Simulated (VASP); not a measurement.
SnO2: relaxation of cell and atoms with PBEsol+D3(BJ)

The system is SnO2.

```
CELL_PARAMETERS angstrom
4.78800 0.00000 0.00000
0.00000 4.86658 0.00000
0.00000 0.00000 3.24090
ATOMIC_POSITIONS crystal
Sn 0.50000 0.50000 0.50000
Sn 0.00000 0.00000 0.00000
O 0.29185 0.32104 0.00000
O 0.79185 0.17896 0.50000
O 0.20814 0.82104 0.50000
O 0.70815 0.67896 0.00000
```

| Property | Result |
| --- | --- |
| Program | VASP 6.6.1 |
| Task | relaxation of cell and atoms |
| Functional | PBEsol |
| Dispersion | D3(BJ) |
| Potentials or basis | VASP PAW PBE potentials, release 64 (Sn_d, O) |
| Cutoff | 600 eV |
| k mesh | 6 × 4 × 6 |
| Occupations | gaussian, width 0.01 eV |
| Spin | no spin polarisation |
| Dipole correction | no |
| Further INCAR settings | ALGO = Normal; EDIFF = 1e-07; IBRION = 2; EDIFFG = -0.01; NSW = 60; ISIF = 3 |

```
Relaxed volume                        : 12.04 Å³/atom
Relaxed cell                          : a = 4.743 Å, b = 4.747 Å, c = 3.207 Å, α = 90.00°, β = 90.00°, γ = 90.00°
Space group after relaxing (to 0.1 Å) : P4_2/mnm (No. 136)
Energy gained by relaxing             : 16.6 meV/atom
Ionic steps                           : 23
Pressure after relaxing               : 0.1 GPa
Largest force after relaxing          : 0.006 eV/Å
Band gap on the k mesh                : 1.03 eV
Dispersion energy per atom            : -0.191 eV
```

Forces on the atoms (eV/Å):
```
Sn   0.000  0.000  0.000
Sn   0.000  0.000  0.000
O   -0.001 -0.006  0.000
O   -0.001  0.006  0.000
O    0.001 -0.006  0.000
O    0.001  0.006  0.000
```

Step by step:
| step | energy change (eV) | largest force (eV/Å) | pressure (GPa) | volume (Å³) |
| --- | --- | --- | --- | --- |
| 1 | 0.0000 | 0.1060 | -8.26 | 75.52 |
| 2 | 0.0472 | 0.4150 | 12.19 | 68.64 |
| 3 | -0.0880 | 0.1369 | -0.18 | 72.32 |
| 4 | -0.0880 | 0.1407 | 0.01 | 72.26 |
| 5 | -0.0922 | 0.0433 | 0.13 | 72.06 |
| 6 | -0.0922 | 0.0511 | 0.15 | 72.04 |
| 7 | -0.0927 | 0.0450 | -0.12 | 72.13 |
| 8 | -0.0928 | 0.0418 | -0.42 | 72.23 |
| 9 | -0.0931 | 0.0410 | -0.34 | 72.21 |
| 10 | -0.0935 | 0.0517 | -0.11 | 72.14 |
| 11 | -0.0936 | 0.0997 | 0.34 | 72.01 |
| 12 | -0.0937 | 0.0752 | 0.13 | 72.07 |
| 13 | -0.0942 | 0.0675 | 0.15 | 72.07 |
| 14 | -0.0955 | 0.0457 | 0.23 | 72.06 |
| 15 | -0.0972 | 0.0248 | 0.36 | 72.04 |
| 16 | -0.0980 | 0.1056 | 0.56 | 71.99 |
| 17 | -0.0981 | 0.0798 | 0.51 | 72.00 |
| 18 | -0.0988 | 0.0720 | 0.22 | 72.12 |
| 19 | -0.0992 | 0.0576 | -0.36 | 72.35 |
| 20 | -0.0996 | 0.0203 | -0.18 | 72.31 |
| 21 | -0.0997 | 0.0095 | -0.05 | 72.28 |
| 22 | -0.0998 | 0.0080 | 0.00 | 72.26 |
| 23 | -0.0998 | 0.0056 | 0.09 | 72.21 |

Final structure:
```
Sn O
1.0
     4.74344    0.00000    0.00000
     0.00000    4.74722    0.00000
     0.00000    0.00000    3.20684
Sn O
2 4
Cartesian
  2.3717 2.3736 1.6034
  0.0000 4.7472 0.0000
  1.4457 1.4588 0.0000
  3.8174 0.9148 1.6034
  0.9260 3.8324 1.6034
  3.2977 3.2884 0.0000
```

Levels at points of the mesh, in eV from the valence-band top:
```csv
k point,band 22,band 23,band 24,band 25,band 26,band 27,band 28,band 29,band 30,band 31
"(0.00, 0.00, 0.00)",-1.27,-1.27,-0.79,-0.78,0.00,1.03,5.93,6.07,6.08,10.19
"(0.50, 0.00, 0.00)",-1.99,-1.23,-1.23,-0.63,-0.63,4.24,4.24,6.82,6.82,10.79
"(0.00, 0.50, 0.00)",-2.01,-1.23,-1.23,-0.64,-0.64,4.26,4.26,6.87,6.87,10.78
"(0.50, 0.50, 0.00)",-2.02,-1.35,-1.35,-0.90,-0.90,4.65,4.65,7.30,7.30,10.82
"(0.00, 0.00, 0.50)",-2.67,-1.68,-1.68,-1.26,-1.26,6.00,6.00,9.52,9.52,10.41
"(0.50, 0.00, 0.50)",-1.77,-1.09,-1.09,-0.72,-0.72,6.28,6.28,7.85,7.85,10.74
"(0.00, 0.50, 0.50)",-1.74,-1.11,-1.11,-0.71,-0.71,6.28,6.28,7.83,7.83,10.79
"(0.50, 0.50, 0.50)",-2.42,-0.96,-0.96,-0.83,-0.83,4.65,4.65,8.68,8.68,10.77
```

Wall time 39 min on 1 thread of Intel Xeon 8259CL, with other jobs on the host, peak memory 0.31 GiB.

Caveat: the PAW data sets were made with another functional, which shifts forces and pressure a little; spin-orbit coupling is left out, which moves the levels of the heavy elements.
